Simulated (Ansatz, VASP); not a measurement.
## Pd: VASP beside Ansatz

```xyz
1
Lattice="0.0000 1.9578 1.9578 1.9578 0.0000 1.9578 1.9578 1.9578 0.0000" Properties=species:S:1:pos:R:3 pbc="T T T"
Pd    0.0000    0.0000    0.0000
```

Change from the starting cell: volume scaled by 1.02, crystal datasets.

Alike in both runs: task electric field gradients; functional PBEsol; k mesh 18 × 18 × 18; occupations fermi-dirac, width 0.05 eV; no spin polarisation.

```csv
,VASP,Ansatz
version,VASP 6.6.1,Ansatz 0.2.0
potentials or method,"VASP PAW PBE potentials, release 64 (Pd), cutoff 520 eV","all-electron PAW with datasets made for the crystal, scalar-relativistic"
```

|  | VASP | Ansatz | Ansatz less VASP |
| --- | --- | --- | --- |
| pressure (GPa) | -6.1 | -5.9 | +0.25 |

VASP's potentials were made for PBE, not for PBEsol. Ansatz ran all-electron here, and VASP with PAW potentials.
